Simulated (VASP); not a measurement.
Wanted: the native input for a VASP 6.6.1 run.

```yaml
Task: single point
Functional: PBE
Potentials_or_basis: VASP PAW PBE potentials, release 64 (Y_sv, N)
Cutoff: 600 eV
k_mesh: 10 × 10 × 10
Occupations: gaussian, width 0.01 eV
Spin: no spin polarisation
Dipole_correction: no
Further_INCAR_settings: ALGO = Normal; EDIFF = 1e-06; NBANDS = 15
```

The structure of YN (pbe) lies in POSCAR:

```
YN
1.0
    0.0000000000      2.4284844019      2.4663056429
    2.4284844019      0.0000000000      2.4663056429
    2.4284844019      2.4284844019      0.0000000000
Y N
1 1
Direct
    0.0000000000      0.0000000000      0.0000000000
    0.5000000000      0.5000000000      0.5000000000
```

The input as run:

INCAR

```
SYSTEM = YN
ALGO = Normal
EDIFF = 1E-6
ENCUT = 600
GGA = PE
GGA_COMPAT = .FALSE.
ISIF = 2
ISMEAR = 0
LASPH = .TRUE.
LCHARG = .FALSE.
LREAL = .FALSE.
LWAVE = .FALSE.
NBANDS = 15
NELM = 120
PREC = Accurate
SIGMA = 0.01
```

KPOINTS

```
k-points
0
G
  10 10 10
  0 0 0
```

Potentials or basis: VASP PAW PBE potentials, release 64 (Y_sv, N).

Command:

```console
$ cat potpaw_PBE.64/Y_sv/POTCAR potpaw_PBE.64/N/POTCAR > POTCAR
$ mpirun -np 1 vasp_std > vasp.out
```

It gave:

```yaml
Pressure: 2.3 GPa
Band_gap_on_the_k_mesh: 0.15 eV, indirect (least direct gap 0.53 eV)
```

Run time: 2.2 min on 1 thread of AMD EPYC 7R13, with other jobs on the host, peak memory 0.19 GiB.
